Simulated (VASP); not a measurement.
# C (Fd-3m) in VASP: a series of runs

C is run at these levels: LDA; tasks: single point, relaxation of cell and atoms.

Program: VASP 6.6.1. These are calculated values, not measurements. Logs are shortened: lines on timing, memory, paths and dates and some standing lists are left out, and cuts for length are marked.

**1. The cell of the first run**

Symmetry: Fd-3m, No. 227, cubic system. Conventional cell: a = 3.532 Å, b = 3.532 Å, c = 3.532 Å, α = 90.00°, β = 90.00°, γ = 90.00°. C (site symmetry -43m) has 4 C at 1.53 Å within 2.0 Å.

**2. Single point, LDA**

INCAR

```
  ALGO = Normal
  EDIFF = 1E-6
  ENCUT = 600
  GGA_COMPAT = False
  ISIF = 2
  ISMEAR = 0
  LASPH = True
  LCHARG = False
  LREAL = False
  LWAVE = False
  NBANDS = 11
  NELM = 120
  PREC = Accurate
  SIGMA = 0.1
```

KPOINTS

```
k-points
0
Gamma
  10 10 10
```

POSCAR

```
C
1.0
    0.0000000000      1.7660487041      1.7660487041
    1.7660487041      0.0000000000      1.7660487041
    1.7660487041      1.7660487041      0.0000000000
C
2
Direct
    0.0000000000      0.0000000000      0.0000000000
    0.2500000000      0.2500000000      0.2500000000
```

Potentials or basis: VASP PAW LDA potentials, release 64 (C).

The run is started by

```bash
$ cat potpaw_LDA.64/C/POTCAR > POTCAR
$ mpirun -np 1 vasp_std > vasp.out
```

OUTCAR:

```text
EDIFF = 1E-6
   ENCUT = 600
   ISIF = 2
   ISMEAR = 0
   LASPH = True
   LREAL = False
   NELM = 120
   PREC = Accurate

 ion  position               nearest neighbor table
   1  0.000  0.000  0.000-   2 1.53   2 1.53   2 1.53   2 1.53
   2  0.250  0.250  0.250-   1 1.53   1 1.53   1 1.53   1 1.53

  LATTYP: Found a face centered cubic cell.
 ALAT       =     3.5320974082

  Lattice vectors:

 A1 = (   0.0000000000,   1.7660487041,   1.7660487041)
 A2 = (   1.7660487041,   0.0000000000,   1.7660487041)
 A3 = (   1.7660487041,   1.7660487041,   0.0000000000)

Analysis of symmetry for initial positions (statically):
=====================================================================
 Subroutine PRICEL returns:
 Original cell was already a primitive cell.

 Routine SETGRP: Setting up the symmetry group for a
 face centered cubic supercell.

 Subroutine GETGRP returns: Found 48 space group operations
 (whereof 24 operations were pure point group operations)
 out of a pool of 48 trial point group operations.

The static configuration has the point symmetry T_d .
 The point group associated with its full space group is O_h .

Analysis of symmetry for dynamics (positions and initial velocities):
=====================================================================
 Subroutine PRICEL returns:
 Original cell was already a primitive cell.

 Routine SETGRP: Setting up the symmetry group for a
 face centered cubic supercell.

 Subroutine GETGRP returns: Found 48 space group operations
 (whereof 24 operations were pure point group operations)
 out of a pool of 48 trial point group operations.

The dynamic configuration has the point symmetry T_d .
 The point group associated with its full space group is O_h .

 Subroutine INISYM returns: Found 48 space group operations
 (whereof 24 operations are pure point group operations),
 and found     1 'primitive' translations

----------------------------------------------------------------------------------------

                                     Primitive cell

  volume of cell :      11.0164

  direct lattice vectors                    reciprocal lattice vectors
     0.000000000  1.766048704  1.766048704    -0.283117900  0.283117900  0.283117900
     1.766048704  0.000000000  1.766048704     0.283117900 -0.283117900  0.283117900
     1.766048704  1.766048704  0.000000000     0.283117900  0.283117900 -0.283117900

  length of vectors
     2.497570029  2.497570029  2.497570029     0.490374587  0.490374587  0.490374587
[... 89 lines left out ...]
   POTIM  = 0.5000    time-step for ionic-motion
   TEBEG  =    0.0;   TEEND  =   0.0 temperature during run
   PSTRESS=    0.0 pullay stress
   NELECT =       8.0000    total number of electrons
   NUPDOWN=      -1.0000    fix difference up-down
   EMIN   =  10.00;   EMAX   =-10.00  energy-range for DOS
   EFERMI =   0.00;   METHOD = LEGACY
   ISMEAR =     0;   SIGMA  =   0.10  broadening in eV -4-tet -1-fermi 0-gaus
   EFERMI_NEDOS =   21; number of points for ismear=-14 and -15
   IALGO  =     38    algorithm
   IMIX   =      4    mixing-type and parameters
     AMIX     =   0.40;   BMIX     =  1.00
     AMIX_MAG =   1.60;   BMIX_MAG =  1.00
  volume/ion in A,a.u.               =       5.51        37.17
  Fermi-wavevector in a.u.,A,eV,Ry     =   1.471495  2.780723 29.460665  2.165298
  Thomas-Fermi vector in A             =   2.586624
   LORBIT       =      0    0 simple, 1 ext, 2 COOP (PROOUT), +10 PAW based schemes
   GGA     = CA    functional components
   LHFCALC =     F    Hartree Fock is set to
   AEXX    =    0.0000 exact exchange contribution
   IVDW    =     0    specifies the selected vdW correction
   LEPSILON=     F    determine dielectric tensor
   LRPA    =     F    only Hartree local field effects (RPA)
 non-spin polarized calculation
 Gauss-broadening in eV      SIGMA  =   0.10
  energy-cutoff  :      600.00
  volume of cell :       11.02
 maximum number of plane-waves:       377
   NGX =  9   NGY =  9   NGZ =  9

 number of electron       7.9999998 magnetization

 Free energy of the ion-electron system (eV)
  ---------------------------------------------------
  ext. energy  EPLUGINS =         0.00000000
  ---------------------------------------------------
  free energy    TOTEN  =       -20.25196544 eV

  energy without entropy =      -20.25196544  energy(sigma->0) =      -20.25196544

 E-fermi :  10.7408     XC(G=0): -13.6417

 val. band max:       10.1550948240   @ k =   0.0000   0.0000   0.0000
 cond. band min:      14.3582999008   @ k =   0.4000   0.4000   0.0000
 fundamental gap:      4.2032050768
 Fermi energy:        10.7408006428

 k-point     1 :       0.0000    0.0000    0.0000
  band No.  band energies     occupation
      1     -11.5568      2.00000
      2      10.1551      2.00000
      3      10.1551      2.00000
      4      10.1551      2.00000
      5      15.7804      0.00000
      6      15.7804      0.00000
      7      15.7804      0.00000
      8      24.3857      0.00000
      9      29.5480      0.00000
     10      37.1165      0.00000
     11      37.1165      0.00000
[... 309 lines left out ...]
 k-point    24 :       0.4000    0.3000    0.0000
  band No.  band energies     occupation
      1      -6.8739      2.00000
      2       2.1294      2.00000
      3       4.0184      2.00000
      4       4.6512      2.00000
      5      14.9941      0.00000
      6      18.2023      0.00000
      7      24.4422      0.00000
      8      24.5492      0.00000
      9      32.3011      0.00000
     10      33.1377      0.00000
     11      41.2922      0.00000

 [... further k-points ...]

------------------------ aborting loop because EDIFF is reached ----------------------------------------

  FORCE on cell =-STRESS in cart. coord.  units (eV):
  Direction    XX          YY          ZZ          XY          YZ          ZX
  --------------------------------------------------------------------------------------
  -------------------------------------------------------------------------------------
  Total        0.0476760      0.0476760      0.0476760      0.0000000      0.0000000      0.0000000
  in kB        6.9338186      6.9338186      6.9338186      0.0000000      0.0000000      0.0000000
  external PRESSURE =       6.9338186 kB  Pullay stress =       0.0000000 kB

 VOLUME and BASIS-vectors are now :
 -----------------------------------------------------------------------------
  energy-cutoff  :      600.00
  volume of cell :       11.02
      direct lattice vectors                 reciprocal lattice vectors
     0.000000000  1.766048704  1.766048704    -0.283117900  0.283117900  0.283117900
     1.766048704  0.000000000  1.766048704     0.283117900 -0.283117900  0.283117900
     1.766048704  1.766048704  0.000000000     0.283117900  0.283117900 -0.283117900

 POSITION                                       TOTAL-FORCE (eV/Angst)
 -----------------------------------------------------------------------------------
      0.00000      0.00000      0.00000         0.000000     -0.000000      0.000000
      0.88302      0.88302      0.88302        -0.000000      0.000000     -0.000000
 -----------------------------------------------------------------------------------
    total drift:                                0.000000      0.000000      0.000000

  FREE ENERGIE OF THE ION-ELECTRON SYSTEM (eV)
  ---------------------------------------------------
  free  energy   TOTEN  =       -20.2519654353 eV

  energy  without entropy=      -20.2519654353  energy(sigma->0) =      -20.25196544
```

OSZICAR:

```text
N       E                     dE             d eps       ncg     rms          rms(c)
DAV:   1    -0.226567442726E+00   -0.22657E+00   -0.52031E+03  1050   0.806E+02
DAV:   2    -0.207127288442E+02   -0.20486E+02   -0.19879E+02  1341   0.133E+02
DAV:   3    -0.211174159680E+02   -0.40469E+00   -0.40358E+00  1217   0.146E+01
DAV:   4    -0.211181601364E+02   -0.74417E-03   -0.74415E-03  1111   0.778E-01
DAV:   5    -0.211181611853E+02   -0.10489E-05   -0.10489E-05  1172   0.278E-02    0.588E+00
DAV:   6    -0.204755978239E+02    0.64256E+00   -0.34362E-01  1067   0.409E+00    0.341E+00
DAV:   7    -0.202520842128E+02    0.22351E+00   -0.40735E-01  1115   0.446E+00    0.748E-01
DAV:   8    -0.202519799488E+02    0.10426E-03   -0.99449E-03  1073   0.830E-01    0.292E-02
DAV:   9    -0.202519639443E+02    0.16004E-04   -0.37844E-05  1184   0.485E-02    0.207E-02
DAV:  10    -0.202519655123E+02   -0.15680E-05   -0.22188E-06  1104   0.124E-02    0.494E-03
DAV:  11    -0.202519654353E+02    0.77056E-07   -0.91444E-08   556   0.232E-03
   1 F= -.20251965E+02 E0= -.20251965E+02  d E =-.213792E-18
```

Wall time 3.2 s (1 thread of Intel Xeon 6975P-C (Granite Rapids), shared host); peak memory 0.11 GiB.

What came out:

| Item | Value |
| --- | --- |
| Free energy | -20.2520 eV |
| Pressure | 0.7 GPa |
| Band gap on the k mesh | 4.20 eV, indirect (least direct gap 5.63 eV) |

Levels at points of the mesh, in eV from the valence-band top:
| k point | band 1 | band 2 | band 3 | band 4 | band 5 | band 6 | band 7 | band 8 | band 9 |
| --- | --- | --- | --- | --- | --- | --- | --- | --- | --- |
| (0.00, 0.00, 0.00) | -21.71 | 0.00 | 0.00 | 0.00 | 5.63 | 5.63 | 5.63 | 14.23 | 19.39 |
| (0.50, 0.00, 0.00) | -15.70 | -13.69 | -2.86 | -2.86 | 8.51 | 8.51 | 9.42 | 15.67 | 21.95 |
| (0.50, 0.50, 0.00) | -12.82 | -12.82 | -6.47 | -6.47 | 4.77 | 4.77 | 17.07 | 17.07 | 23.47 |

A k mesh can miss the band edges.

**3. Single point, LDA**

INCAR

```
  PREC = Accurate
  ENCUT = 600
  EDIFF = 1E-6
  ISMEAR = 0
  SIGMA = 0.02
  LREAL = F
  LASPH = T
  NELM = 120
  ALGO = Normal
  ISIF = 2
  LWAVE = F
  LCHARG = F
  GGA = CA
  NBANDS = 11
  GGA_COMPAT = F
```

KPOINTS

```
regular mesh
0
Gamma
  12 12 12
```

POSCAR

```
C
1.0
    0.0000000000      1.7658687925      1.7658687925
    1.7658687925      0.0000000000      1.7658687925
    1.7658687925      1.7658687925      0.0000000000
C
2
Direct
    0.0000000000      0.0000000000      0.0000000000
    0.2500000000      0.2500000000      0.2500000000
```

Potentials or basis: VASP PAW LDA potentials, release 64 (C).

The run is started by

```bash
$ cat potpaw_LDA.64/C/POTCAR > POTCAR
$ mpirun -np 1 vasp_std > vasp.out
```

It took 4 s on 1 thread of Intel Xeon 6975P-C (Granite Rapids), shared host; peak memory 0.11 GiB.

Results (log left out):

- Free energy: -20.2521 eV
- Pressure: 0.8 GPa
- Band gap on the k mesh: 4.20 eV, indirect (least direct gap 5.63 eV)

Levels at points of the mesh, in eV from the valence-band top:
| k point | band 1 | band 2 | band 3 | band 4 | band 5 | band 6 | band 7 | band 8 | band 9 |
| --- | --- | --- | --- | --- | --- | --- | --- | --- | --- |
| (0.00, 0.00, 0.00) | -21.72 | 0.00 | 0.00 | 0.00 | 5.63 | 5.63 | 5.63 | 14.24 | 19.40 |
| (0.50, 0.00, 0.00) | -15.70 | -13.69 | -2.87 | -2.87 | 8.51 | 8.51 | 9.42 | 15.67 | 21.95 |
| (0.50, 0.50, 0.00) | -12.82 | -12.82 | -6.47 | -6.47 | 4.77 | 4.77 | 17.08 | 17.08 | 23.48 |

**4. Single point, LDA**

INCAR

```
SYSTEM = C
  PREC = Accurate
  ENCUT = 600
  EDIFF = 1E-6
  ISMEAR = 0
  SIGMA = 0.02
  LREAL = .FALSE.
  LASPH = .TRUE.
  NELM = 120
  ALGO = Normal
  ISIF = 2
  LWAVE = .FALSE.
  LCHARG = .FALSE.
  NBANDS = 11
  GGA_COMPAT = .FALSE.
```

KPOINTS

```
Automatic mesh
0
G
  12 12 12
  0 0 0
```

POSCAR is that of step 3.

The run is started by

```bash
$ cat potpaw_LDA.64/C/POTCAR > POTCAR
$ mpirun -np 1 vasp_std > vasp.out
```

It took 5.4 s on 1 thread of Intel Xeon 6975P-C (Granite Rapids), shared host; peak memory 0.11 GiB.

The run converged. Its results:

- Free energy: -20.2521 eV
- Pressure: 0.8 GPa
- Band gap on the k mesh: 4.20 eV, indirect (least direct gap 5.63 eV)

Levels at points of the mesh, in eV from the valence-band top:
| k point | band 1 | band 2 | band 3 | band 4 | band 5 | band 6 | band 7 | band 8 | band 9 |
| --- | --- | --- | --- | --- | --- | --- | --- | --- | --- |
| (0.00, 0.00, 0.00) | -21.72 | 0.00 | 0.00 | 0.00 | 5.63 | 5.63 | 5.63 | 14.24 | 19.40 |
| (0.50, 0.00, 0.00) | -15.70 | -13.69 | -2.87 | -2.87 | 8.51 | 8.51 | 9.42 | 15.67 | 21.95 |
| (0.50, 0.50, 0.00) | -12.82 | -12.82 | -6.47 | -6.47 | 4.77 | 4.77 | 17.08 | 17.08 | 23.48 |

**5. Relaxation of cell and atoms, LDA**

INCAR

```
ALGO     = Normal         # electronic algorithm
EDIFF    = 1E-7           # SCF threshold, eV
EDIFFG   = -0.002         # ionic threshold
ENCUT    = 600            # plane-wave cutoff, eV
GGA_COMPAT= F            
IBRION   = 2              # ionic algorithm
ISIF     = 3              # what is computed and relaxed
ISMEAR   = 0              # smearing method
LASPH    = T              # aspherical terms in the spheres
LCHARG   = F              # write CHGCAR
LREAL    = F              # projectors in reciprocal space
LWAVE    = F              # write WAVECAR
NELM     = 120            # most SCF steps
NELMIN   = 4            
NSW      = 100            # ionic steps
PREC     = Accurate       # precision mode
SIGMA    = 0.02           # smearing width, eV
```

KPOINTS

```
k-points
0
Gamma
  12 12 12
```

POSCAR

```
C
1.0
    0.0000000000      1.7660487041      1.7660487041
    1.7660487041      0.0000000000      1.7660487041
    1.7660487041      1.7660487041      0.0000000000
C
2
Direct
    0.0000000000      0.0000000000      0.0000000000
    0.2500000000      0.2500000000      0.2500000000
```

Potentials or basis: VASP PAW LDA potentials, release 64 (C).

The run is started by

```bash
$ cat potpaw_LDA.64/C/POTCAR > POTCAR
$ mpirun -np 1 vasp_std > vasp.out
```

OUTCAR:

```text
EDIFF = 1E-7
   EDIFFG = -0.002
   ENCUT = 600
   IBRION = 2
   ISIF = 3
   ISMEAR = 0
   LASPH = T
   LREAL = F
   NELM = 120
   NELMIN = 4
   NSW = 100
   PREC = Accurate

 ion  position               nearest neighbor table
   1  0.000  0.000  0.000-   2 1.53   2 1.53   2 1.53   2 1.53
   2  0.250  0.250  0.250-   1 1.53   1 1.53   1 1.53   1 1.53

  LATTYP: Found a face centered cubic cell.
 ALAT       =     3.5320974082

  Lattice vectors:

 A1 = (   0.0000000000,   1.7660487041,   1.7660487041)
 A2 = (   1.7660487041,   0.0000000000,   1.7660487041)
 A3 = (   1.7660487041,   1.7660487041,   0.0000000000)

Analysis of symmetry for initial positions (statically):
=====================================================================
 Subroutine PRICEL returns:
 Original cell was already a primitive cell.

 Routine SETGRP: Setting up the symmetry group for a
 face centered cubic supercell.

 Subroutine GETGRP returns: Found 48 space group operations
 (whereof 24 operations were pure point group operations)
 out of a pool of 48 trial point group operations.

The static configuration has the point symmetry T_d .
 The point group associated with its full space group is O_h .

Analysis of symmetry for dynamics (positions and initial velocities):
=====================================================================
 Subroutine PRICEL returns:
[... 229 lines left out ...]
--------------------------------------- Ionic step        3  -------------------------------------------

 number of electron       7.9999998 magnetization

 Free energy of the ion-electron system (eV)
  ---------------------------------------------------
  ext. energy  EPLUGINS =         0.00000000
  ---------------------------------------------------
  free energy    TOTEN  =       -20.25212337 eV

  energy without entropy =      -20.25212337  energy(sigma->0) =      -20.25212337

 E-fermi :  10.2343     XC(G=0): -13.6345

 val. band max:       10.1328216932   @ k =   0.0000   0.0000   0.0000
 cond. band min:      14.3257596833   @ k =   0.3333   0.3333   0.0000
 fundamental gap:      4.1929379900
 Fermi energy:        10.2342503172

 k-point     1 :       0.0000    0.0000    0.0000
  band No.  band energies     occupation
      1     -11.5589      2.00000
      2      10.1328      2.00000
      3      10.1328      2.00000
      4      10.1328      2.00000
      5      15.7540      0.00000
      6      15.7540      0.00000
      7      15.7540      0.00000
      8      24.3289      0.00000
[... 243 lines left out ...]
 k-point    24 :      -0.4167    0.1667    0.0000
  band No.  band energies     occupation
      1      -5.1746      2.00000
      2      -2.6335      2.00000
      3       4.5852      2.00000
      4       6.4586      2.00000
      5      17.7220      0.00000
      6      20.4589      0.00000
      7      21.7555      0.00000
      8      25.7089      0.00000

 [... further k-points ...]

------------------------ aborting loop because EDIFF is reached ----------------------------------------

  FORCE on cell =-STRESS in cart. coord.  units (eV):
  Direction    XX          YY          ZZ          XY          YZ          ZX
  --------------------------------------------------------------------------------------
  -------------------------------------------------------------------------------------
  Total        0.0001192      0.0001192      0.0001192      0.0000000      0.0000000     -0.0000000
  in kB        0.0173038      0.0173038      0.0173038      0.0000000      0.0000000     -0.0000000
  external PRESSURE =       0.0173038 kB  Pullay stress =       0.0000000 kB
[... 17 lines left out ...]
  FREE ENERGIE OF THE ION-ELECTRON SYSTEM (eV)
  ---------------------------------------------------
  free  energy   TOTEN  =       -20.2521233727 eV

  energy  without entropy=      -20.2521233727  energy(sigma->0) =      -20.25212337

 reached required accuracy - stopping structural energy minimisation
```

CONTCAR:

```text
C
   1.00000000000000
    -0.0000000000000000    1.7669227578688664    1.7669227578688664
     1.7669227578688664   -0.0000000000000000    1.7669227578688664
     1.7669227578688664    1.7669227578688664    0.0000000000000000
  C
     2
Direct
     0.0000000000000000    0.0000000000000000    0.0000000000000000
     0.2500000000000000    0.2500000000000000    0.2500000000000000

  0.00000000E+00  0.00000000E+00  0.00000000E+00
  0.00000000E+00  0.00000000E+00  0.00000000E+00
```

It took 7.1 s on 1 thread of Intel Xeon 6975P-C (Granite Rapids), shared host; peak memory 0.11 GiB.

What came out:

- Free energy: -20.2521 eV
- Relaxed volume: 5.52 Å³/atom
- Relaxed cell: a = 2.499 Å, b = 2.499 Å, c = 2.499 Å, α = 60.00°, β = 60.00°, γ = 60.00°
- Space group after relaxing (to 0.05 Å): Fd-3m (No. 227)
- Energy gained by relaxing: 0.0 meV/atom
- Ionic steps: 3
- Pressure after relaxing: 0.0 GPa
- Band gap on the k mesh: 4.19 eV, indirect (least direct gap 5.62 eV)

Final structure:
```
CELL_PARAMETERS angstrom
0.00000 1.76692 1.76692
1.76692 0.00000 1.76692
1.76692 1.76692 0.00000
ATOMIC_POSITIONS crystal
C 0.00000 0.00000 0.00000
C 0.25000 0.25000 0.25000
```

Levels at points of the mesh, in eV from the valence-band top:
```
           k point  band 2  band 3  band 4  band 5  band 6  band 7
(0.00, 0.00, 0.00)    0.00    0.00    0.00    5.62    5.62    5.62
(0.50, 0.00, 0.00)  -13.67   -2.86   -2.86    8.50    8.50    9.40
(0.50, 0.50, 0.00)  -12.81   -6.46   -6.46    4.77    4.77   17.05
```

A k mesh can miss the band edges. A hybrid or GW would open this gap; LDA tends to underestimate it.

**6. Overview**

| task | cell | k mesh | smearing | gap on the mesh (eV) | pressure (GPa) |
| --- | --- | --- | --- | --- | --- |
| single point | a = 2.498 Å, angles 60.0°, 2 atoms | 10 × 10 × 10 | gaussian 0.1 eV | 4.20 | 0.7 |
| single point | a = 2.497 Å, angles 60.0°, 2 atoms | 12 × 12 × 12 | gaussian 0.02 eV | 4.20 | 0.8 |
| relaxation of cell and atoms | relaxed from a = 2.498 Å, angles 60.0°, 2 atoms | 12 × 12 × 12 | gaussian 0.02 eV | 4.19 | 0.0 |

Alike in all rows: level LDA; potentials or basis VASP PAW LDA potentials, release 64 (C); no spin polarisation; cutoff (eV) 600.

Absolute energies hang on the potentials; compare differences alone.
